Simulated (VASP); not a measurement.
# BaTiO3 (Amm2) in VASP: single point with PBE+U

Aim: the single point of BaTiO3 with PBE+U.

Everything below comes from runs of VASP 6.6.1. Logs are shortened: lines on timing, memory, paths and dates and some standing lists are left out, and cuts for length are marked.

### 1 The cell of the first run

Symmetry: Amm2, No. 38, orthorhombic system. The conventional cell has a = 4.087 Å, b = 5.862 Å, c = 5.705 Å, α = 90.00°, β = 90.00°, γ = 90.00°. Ba (site symmetry mm2) has 12 O at 2.76 to 2.95 Å and 8 Ti at 3.45 to 3.57 Å within 3.6 Å. Ti (site symmetry mm2) has 6 O at 1.90 to 2.20 Å within 2.5 Å. Within 2.5 Å of O (site symmetry m) lie 2 Ti at 1.90 to 2.20 Å. O (site symmetry mm2) has 2 Ti at 2.05 Å and 4 Ba at 2.76 to 2.95 Å and 8 O at 2.87 to 2.92 Å within 3.0 Å.

### 2 Single point, PBE+U (biaxial strain in the a-b plane: +2.0 %)

File INCAR:

```
PREC     = Accurate       # precision mode
ENCUT    = 520            # plane-wave cutoff, eV
EDIFF    = 1E-7           # SCF threshold, eV
ISMEAR   = 0              # smearing method
SIGMA    = 0.02           # smearing width, eV
LREAL    = F              # projectors in reciprocal space
LASPH    = T              # aspherical terms in the spheres
NELM     = 150            # most SCF steps
ALGO     = Normal         # electronic algorithm
ISIF     = 2              # what is computed and relaxed
LWAVE    = F              # write WAVECAR
LCHARG   = F              # write CHGCAR
LMAXMIX  = 4              # l up to which the mixer works
LDAU     = T              # DFT+U
LDAUTYPE = 2            
LDAUL    = -1 2 -1        # shell
LDAUU    = 0 4 0          # U, eV
LDAUJ    = 0 0 0        
LDAUPRINT= 1            
GGA      = PE             # functional
NBANDS   = 51             # bands
```

File KPOINTS:

```
regular mesh
0
Gamma
  6 4 4
```

File POSCAR:

```
BaTiO3
1.0
    4.0873255918      0.0000000000      0.0000000000
    0.0000000000      5.8621338316      0.0000000000
    0.0000000000      0.0000000000      5.7046749491
Ba Ti O
2 2 6
Direct
    0.0000000000      0.5000000000      0.5048291863
    0.0000000000      0.0000000000      0.0048291863
    0.5000000000      0.5000000000      0.0166595092
    0.5000000000      0.0000000000      0.5166595092
    0.5000000000      0.7445768166      0.2350938305
    0.5000000000      0.2554231834      0.2350938305
    0.0000000000      0.5000000000      0.9882236435
    0.5000000000      0.2445768166      0.7350938305
    0.5000000000      0.7554231834      0.7350938305
    0.0000000000      0.0000000000      0.4882236435
```

Potentials or basis: VASP PAW PBE potentials, release 64 (Ba_sv, Ti_sv, O).

The run is started by

```console
> cat potpaw_PBE.64/Ba_sv/POTCAR potpaw_PBE.64/Ti_sv/POTCAR potpaw_PBE.64/O/POTCAR > POTCAR
> mpirun -np 1 vasp_std > vasp.out
```

OUTCAR:

```text
PREC = Accurate
   ENCUT = 520
   EDIFF = 1E-7
   ISMEAR = 0
   LREAL = F
   LASPH = T
   NELM = 150
   ISIF = 2
   GGA = PE

 ion  position               nearest neighbor table
   1  0.000  0.500  0.505-   7 2.76   8 2.85   9 2.85   8 2.85   9 2.85   5 2.93   6 2.93   6 2.93
                             5 2.93  10 2.93  10 2.93   7 2.95   3 3.45   3 3.45   3 3.56   3 3.56
   2  0.000  0.000  0.005-  10 2.76   6 2.85   5 2.85   5 2.85   6 2.85   9 2.93   8 2.93   8 2.93
                             9 2.93   7 2.93   7 2.93  10 2.95   4 3.45   4 3.45   4 3.56   4 3.56
   3  0.500  0.500  0.017-   5 1.90   6 1.90   7 2.05   7 2.05   9 2.20   8 2.20   1 3.45   1 3.45
                             1 3.56   1 3.56   2 3.57   2 3.57   2 3.57   2 3.57
   4  0.500  0.000  0.517-   8 1.90   9 1.90  10 2.05  10 2.05   5 2.20   6 2.20   2 3.45   2 3.45
                             2 3.56   2 3.56   1 3.57   1 3.57   1 3.57   1 3.57
   5  0.500  0.745  0.235-   3 1.90   4 2.20   2 2.85   2 2.85   1 2.93   1 2.93
   6  0.500  0.255  0.235-   3 1.90   4 2.20   2 2.85   2 2.85   1 2.93   1 2.93
   7  0.000  0.500  0.988-   3 2.05   3 2.05   1 2.76   2 2.93   2 2.93   1 2.95
   8  0.500  0.245  0.735-   4 1.90   3 2.20   1 2.85   1 2.85   2 2.93   2 2.93
   9  0.500  0.755  0.735-   4 1.90   3 2.20   1 2.85   1 2.85   2 2.93   2 2.93
  10  0.000  0.000  0.488-   4 2.05   4 2.05   2 2.76   1 2.93   1 2.93   2 2.95

  LATTYP: Found a simple orthorhombic cell.
 ALAT       =     4.0873255918
 B/A-ratio  =     1.3956986839
 C/A-ratio  =     1.4342223784

  Lattice vectors:

 A1 = (  -4.0873255918,   0.0000000000,   0.0000000000)
 A2 = (   0.0000000000,   0.0000000000,   5.7046749491)
 A3 = (   0.0000000000,   5.8621338316,   0.0000000000)

Analysis of symmetry for initial positions (statically):
=====================================================================
 Subroutine PRICEL returns following result:

  LATTYP: Found a base centered orthorhombic cell.
 ALAT       =     5.7046749491
 B/A-ratio  =     1.0276017273
 C/A-ratio  =     0.7164870266

  Lattice vectors:

 A1 = (   0.0000000000,  -2.9310669158,  -2.8523374746)
 A2 = (   0.0000000000,   2.9310669158,  -2.8523374745)
 A3 = (   4.0873255918,   0.0000000000,   0.0000000000)

   2 primitive cells build up your supercell.

[... 238 lines left out ...]
  o =  0.1059  v =  1.0000  0.0000  0.0000  0.0000  0.0000  0.0000  0.0000  0.0000  0.0000  0.0000      0.0000  0.0000  0.0000  0.0000  0.0000  0.0000  0.0000  0.0000  0.0000  0.0000
  o =  0.1059  v =  0.0000  0.0000  0.0000  0.0000  0.0000  1.0000  0.0000  0.0000  0.0000  0.0000      0.0000  0.0000  0.0000  0.0000  0.0000  0.0000  0.0000  0.0000  0.0000  0.0000
  o =  0.1143  v =  0.0000  0.0000  0.9086 -0.0000  0.4177  0.0000  0.0000  0.0000  0.0000  0.0000      0.0000  0.0000  0.0000  0.0000  0.0000  0.0000  0.0000  0.0000  0.0000  0.0000
  o =  0.1143  v =  0.0000  0.0000  0.0000  0.0000  0.0000  0.0000  0.0000  0.9086 -0.0000  0.4177      0.0000  0.0000  0.0000  0.0000  0.0000  0.0000  0.0000  0.0000  0.0000  0.0000
  o =  0.2260  v =  0.0000  0.0000  0.0000  0.0000  0.0000  0.0000  0.0000  0.4177  0.0000 -0.9086      0.0000  0.0000  0.0000  0.0000  0.0000  0.0000  0.0000  0.0000  0.0000  0.0000
  o =  0.2260  v =  0.0000  0.0000  0.4177  0.0000 -0.9086  0.0000  0.0000  0.0000  0.0000  0.0000      0.0000  0.0000  0.0000  0.0000  0.0000  0.0000  0.0000  0.0000  0.0000  0.0000
  o =  0.2401  v =  0.0000  0.0000  0.0000  0.0000  0.0000  0.0000 -1.0000  0.0000  0.0000 -0.0000      0.0000  0.0000  0.0000  0.0000  0.0000  0.0000  0.0000  0.0000  0.0000  0.0000
  o =  0.2401  v =  0.0000 -1.0000  0.0000  0.0000 -0.0000  0.0000  0.0000  0.0000  0.0000  0.0000      0.0000  0.0000  0.0000  0.0000  0.0000  0.0000  0.0000  0.0000  0.0000  0.0000

 number of electron      79.9999993 magnetization

 Free energy of the ion-electron system (eV)
  ---------------------------------------------------
  ext. energy  EPLUGINS =         0.00000000
  ---------------------------------------------------
  free energy    TOTEN  =       -74.58991970 eV

  energy without entropy =      -74.58991970  energy(sigma->0) =      -74.58991970

 E-fermi :   3.6782     XC(G=0): -10.9206

 val. band max:        3.5061627679   @ k =   0.5000   0.0000   0.0000
 cond. band min:       5.9388457615   @ k =   0.0000   0.0000   0.0000
 fundamental gap:      2.4326829937
 Fermi energy:         3.6782459830

 k-point     1 :       0.0000    0.0000    0.0000
  band No.  band energies     occupation
      1     -54.2897      2.00000
      2     -54.2884      2.00000
      3     -30.5117      2.00000
      4     -30.4821      2.00000
      5     -30.4726      2.00000
      6     -30.4406      2.00000
[... 1285 lines left out ...]
     50      10.2619      0.00000
     51      10.9340      0.00000

 [... further k-points ...]

------------------------ aborting loop because EDIFF is reached ----------------------------------------

  FORCE on cell =-STRESS in cart. coord.  units (eV):
  Direction    XX          YY          ZZ          XY          YZ          ZX
  --------------------------------------------------------------------------------------
  -------------------------------------------------------------------------------------
  Total       -2.4542793     -2.7869111      2.7533129      0.0000000      0.0000000      0.0000000
  in kB      -28.7679360    -32.6668925     32.2730701      0.0000000      0.0000000      0.0000000
  external PRESSURE =      -9.7205861 kB  Pullay stress =       0.0000000 kB

 VOLUME and BASIS-vectors are now :
 -----------------------------------------------------------------------------
  energy-cutoff  :      520.00
  volume of cell :      136.69
      direct lattice vectors                 reciprocal lattice vectors
     4.087325592  0.000000000  0.000000000     0.244658757  0.000000000  0.000000000
     0.000000000  5.862133832  0.000000000     0.000000000  0.170586348  0.000000000
     0.000000000  0.000000000  5.704674949     0.000000000  0.000000000  0.175294826

 POSITION                                       TOTAL-FORCE (eV/Angst)
 -----------------------------------------------------------------------------------
      0.00000      2.93107      2.87989         0.000000     -0.000000     -0.045252
      0.00000      0.00000      0.02755         0.000000     -0.000000     -0.045252
      2.04366      2.93107      0.09504        -0.000000      0.000000     -0.492969
      2.04366      0.00000      2.94737        -0.000000     -0.000000     -0.492969
      2.04366      4.36481      1.34113         0.000000      0.160764      0.216763
      2.04366      1.49732      1.34113         0.000000     -0.160764      0.216763
      0.00000      2.93107      5.63749         0.000000      0.000000      0.104696
      2.04366      1.43374      4.19347         0.000000      0.160764      0.216763
      2.04366      4.42839      4.19347         0.000000     -0.160764      0.216763
      0.00000      0.00000      2.78516        -0.000000      0.000000      0.104696
 -----------------------------------------------------------------------------------
    total drift:                                0.000000      0.000000     -0.001019

  FREE ENERGIE OF THE ION-ELECTRON SYSTEM (eV)
  ---------------------------------------------------
  free  energy   TOTEN  =       -74.5899197013 eV

  energy  without entropy=      -74.5899197013  energy(sigma->0) =      -74.58991970
```

OSZICAR:

```text
N       E                     dE             d eps       ncg     rms          rms(c)
DAV:   1     0.992615791983E+03    0.99262E+03   -0.39806E+04  3672   0.168E+03
DAV:   2     0.453099741672E+02   -0.94731E+03   -0.89545E+03  4160   0.481E+02
DAV:   3    -0.893190691364E+02   -0.13463E+03   -0.13300E+03  4918   0.179E+02
[... 13 lines left out ...]
DAV:  17    -0.745899226506E+02   -0.31026E-05   -0.85619E-06  5051   0.229E-02    0.159E-02
DAV:  18    -0.745899200658E+02    0.25848E-05   -0.32930E-06  5284   0.171E-02    0.687E-03
DAV:  19    -0.745899198247E+02    0.24106E-06   -0.61021E-07  4525   0.453E-03    0.257E-03
DAV:  20    -0.745899197112E+02    0.11346E-06   -0.38410E-07  3932   0.332E-03    0.759E-04
DAV:  21    -0.745899197013E+02    0.99135E-08   -0.34883E-08  2128   0.115E-03
   1 F= -.74589920E+02 E0= -.74589920E+02  d E =-.829232E-36
```

stdout:

```text
POSCAR found type information on POSCAR BaTiO
 POSCAR found :  3 types and      10 ions
 scaLAPACK will be used
 LDA part: xc-table for (Slater+PW92), standard interpolation
 POSCAR, INCAR and KPOINTS ok, starting setup
 FFT: planning ... GRIDC
 FFT: planning ... GRID_SOFT
 FFT: planning ... GRID
 WAVECAR not read
 entering main loop
```

Wall time 10 min (1 thread of Intel Xeon 8259CL, shared host); peak memory 0.37 GiB.

Results:

```
Free energy            : -74.5899 eV
Pressure               : -1.0 GPa
Largest force          : 0.493 eV/Å
Band gap on the k mesh : 2.43 eV
```

Forces in eV/Å, atoms in the order of the input:
```
Ba   0.000  0.000 -0.045
Ba   0.000  0.000 -0.045
Ti   0.000  0.000 -0.493
Ti   0.000  0.000 -0.493
O    0.000  0.161  0.217
O    0.000 -0.161  0.217
O    0.000  0.000  0.105
O    0.000  0.161  0.217
O    0.000 -0.161  0.217
O    0.000  0.000  0.105
```

Stress tensor (GPa, compression positive):
```
-2.88  0.00  0.00
 0.00 -3.27  0.00
 0.00  0.00  3.23
```

Eigenvalues of the final occupation matrices:
```
    site  spin  trace               eigenvalues
site 3 d     1   0.79  0.10 0.11 0.11 0.23 0.24
site 3 d     2   0.79  0.10 0.11 0.11 0.23 0.24
site 4 d     1   0.79  0.10 0.11 0.11 0.23 0.24
site 4 d     2   0.79  0.10 0.11 0.11 0.23 0.24
```

Caveat: the cell differs from its parent crystal (biaxial strain in the a-b plane: +2.0 %); spin-orbit coupling is left out, which moves the levels of the heavy elements. A k mesh can miss the band edges.
